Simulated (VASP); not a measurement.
Wanted: the native input for a VASP 6.6.1 run.

* Task: relaxation of cell and atoms
* Functional: PBEsol
* Potentials or basis: VASP PAW PBE potentials, release 64 (Pd)
* Cutoff: 500 eV
* k mesh: 6 × 6 × 6
* Occupations: gaussian, width 0.1 eV
* Spin: no spin polarisation
* Dipole correction: no
* Further INCAR settings: ALGO = Normal; EDIFF = 1e-07; IBRION = 2; EDIFFG = -0.04; NSW = 90; ISIF = 3

The structure of Pd lies in POSCAR:

```
Pd
1.0
    1.4626119918      0.8444394272      7.0687119811
   -1.4626119918      0.8444394272      7.0687119811
    0.0000000000     -1.6888788544      7.0687119811
Pd
3
Direct
    0.0000000000      0.0000000000      0.0000000000
    0.2222200000      0.2222200000      0.2222200000
    0.7777800000      0.7777800000      0.7777800000
```

The input as run:

INCAR

```
SYSTEM = Pd
PREC = Accurate ; ENCUT = 500
EDIFF = 1E-7 ; ISMEAR = 0
SIGMA = 0.1 ; LREAL = .False.
LASPH = .True. ; NELM = 120
ALGO = Normal ; ISIF = 3
LWAVE = .False. ; LCHARG = .False.
GGA = PS ; IBRION = 2
NSW = 90 ; EDIFFG = -0.04
GGA_COMPAT = .False. ; NELMIN = 4
```

KPOINTS

```
Automatic mesh
0
Gamma
  6 6 6
  0 0 0
```

Potentials or basis: VASP PAW PBE potentials, release 64 (Pd).

Command:

```sh
$ cat potpaw_PBE.64/Pd/POTCAR > POTCAR
$ mpirun -np 1 vasp_std > vasp.out
```

Results of the run:

The relaxed volume is 14.51 Å³/atom and the relaxed cell is a = 6.971 Å, b = 6.971 Å, c = 6.971 Å, α = 22.50°, β = 22.50°, γ = 22.50°. The space group after relaxing (to 0.1 Å) is R-3m (No. 166) and the energy gained by relaxing is 263.8 meV/atom. The ionic steps are 10, the pressure after relaxing is 0.0 GPa and the largest force after relaxing is 0.018 eV/Å. The band gap on the k mesh is zero (bands 15 and 16 overlap by 1.09 eV).

Caveat: the k points lie up to 0.45 Å⁻¹ apart in the final cell, too coarse for converged energies and pressures of a metal; the volume moved by over 15 % at a fixed basis, so the end points are rough; the PAW data sets were made with another functional, which shifts forces and pressure a little.

It took 9.1 min on 1 thread of Intel(R) Xeon(R) 6975P-C (Granite Rapids), with other jobs on the host, peak memory 0.43 GiB.
